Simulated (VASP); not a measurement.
Set up this calculation in VASP 6.6.1, as the native input.

* Task: single point
* Functional: PBE
* Potentials or basis: VASP PAW PBE potentials, release 64 (Ti_sv, Si)
* Cutoff: 520 eV
* k mesh: 24 × 24 × 24
* Occupations: gaussian, width 0.15 eV
* Spin: no spin polarisation
* Dipole correction: no
* Further INCAR settings: ALGO = Normal; EDIFF = 1e-07; NBANDS = 17

The structure of TiSi2 lies in POSCAR:

```
TiSi2
1.0
   -1.6004073790      1.8365562968      3.6235403101
    1.6004073790     -1.8365562968      3.6235403101
    1.6004073790      1.8365562968     -3.6235403101
Ti Si
1 2
Direct
    0.0000000000      0.0000000000      0.0000000000
    0.3296402049      0.3296402049      0.0000000000
    0.6703597951      0.6703597951      0.0000000000
```

This cell differs from its parent crystal: ratio of the length along z to the lengths across it x 0.8, volume and fractional coordinates fixed.

The input as run:

INCAR

```
SYSTEM = TiSi2
PREC     = Accurate       ! precision mode
ENCUT    = 520            ! plane-wave cutoff, eV
EDIFF    = 1E-7           ! SCF threshold, eV
ISMEAR   = 0              ! smearing method
SIGMA    = 0.15           ! smearing width, eV
LREAL    = .False.        ! projectors in reciprocal space
LASPH    = .True.         ! aspherical terms in the spheres
NELM     = 100            ! most SCF steps
ALGO     = Normal         ! electronic algorithm
ISIF     = 2              ! what is computed and relaxed
LWAVE    = .False.        ! write WAVECAR
LCHARG   = .False.        ! write CHGCAR
GGA      = PE             ! functional
NBANDS   = 17             ! bands
```

KPOINTS

```
regular mesh
0
Gamma
  24 24 24
  0 0 0
```

Potentials or basis: VASP PAW PBE potentials, release 64 (Ti_sv, Si).

Launch:

```console
$ cat potpaw_PBE.64/Ti_sv/POTCAR potpaw_PBE.64/Si/POTCAR > POTCAR
$ mpirun -np 1 vasp_std > vasp.out
```

Results of the run:

The pressure is 8.1 GPa. The largest force is 1.486 eV/Å. The band gap on the k mesh is zero (band 10 reaches 10.94 eV, above the bottom of band 11 at 9.35 eV).

Caveat: forces of over 1 eV/Å act on the atoms, so gaps and moduli don't describe the material at rest.

Wall time 11 min on 1 thread of Intel(R) Xeon(R) Platinum 8488C (Sapphire Rapids), with other jobs on the host, peak memory 1.3 GiB.
